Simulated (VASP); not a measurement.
Wanted: the native input for a VASP 6.6.1 run.

```
Task                   : single point
Functional             : r2SCAN
Potentials or basis    : VASP PAW PBE potentials, release 64 (Ti_sv)
Cutoff                 : 520 eV
k mesh                 : 18 × 18 × 10
Occupations            : fermi-dirac, width 0.02 eV
Spin                   : no spin polarisation
Dipole correction      : no
Further INCAR settings : ALGO = Normal; EDIFF = 1e-06; NBANDS = 19
```

The system is Ti.

```
CELL_PARAMETERS angstrom
2.95000 0.00000 0.02581
-1.47500 2.55477 -0.01291
0.04100 0.00000 4.68600
ATOMIC_POSITIONS crystal
Ti 0.33333 0.66667 0.25000
Ti 0.66667 0.33333 0.75000
```

This cell differs from its parent crystal: strain +0.0175 x Voigt [0, 0, 0, 0, 1, 0].

The input as run:

POSCAR

```
Ti
1.0
    2.9499978604      0.0000000000      0.0258124813
   -1.4749989302      2.5547730882     -0.0129062406
    0.0410025000      0.0000000000      4.6860000000
Ti
2
Direct
    0.3333333333      0.6666666667      0.2500000000
    0.6666666667      0.3333333333      0.7500000000
```

INCAR.step1

```
  PREC = Accurate
  ENCUT = 520
  ISMEAR = -1
  SIGMA = 0.02
  LREAL = F
  LASPH = T
  NELM = 60
  NBANDS = 19
  GGA = PE
  ALGO = Normal
  EDIFF = 1E-4
  LWAVE = T
  LCHARG = F
```

INCAR.step2

```
  PREC = Accurate
  ENCUT = 520
  EDIFF = 1E-6
  ISMEAR = -1
  SIGMA = 0.02
  LREAL = F
  LASPH = T
  NELM = 60
  ALGO = Normal
  ISIF = 2
  LWAVE = F
  LCHARG = F
  METAGGA = R2SCAN
  LMIXTAU = T
  NBANDS = 19
  ISTART = 1
```

KPOINTS

```
Automatic mesh
0
Gamma
  18 18 10
```

Potentials or basis: VASP PAW PBE potentials, release 64 (Ti_sv).

Command:

```bash
$ cat potpaw_PBE.64/Ti_sv/POTCAR > POTCAR
$ cp INCAR.step1 INCAR
$ mpirun -np 1 vasp_std > vasp.out
$ cp INCAR.step2 INCAR
$ mpirun -np 1 vasp_std > vasp.out
```

Results of the run:

* Pressure: -1.9 GPa
* Band gap on the k mesh: zero (bands 12 and 13 overlap by 1.26 eV)

Caveat: the cell differs from its parent crystal (strain +0.0175 x Voigt [0, 0, 0, 0, 1, 0]); the PAW data sets were made with another functional, which shifts forces and pressure a little.

Wall time 11 min on 1 thread of Intel(R) Xeon(R) 6975P-C (Granite Rapids), with other jobs on the host, peak memory 0.54 GiB.
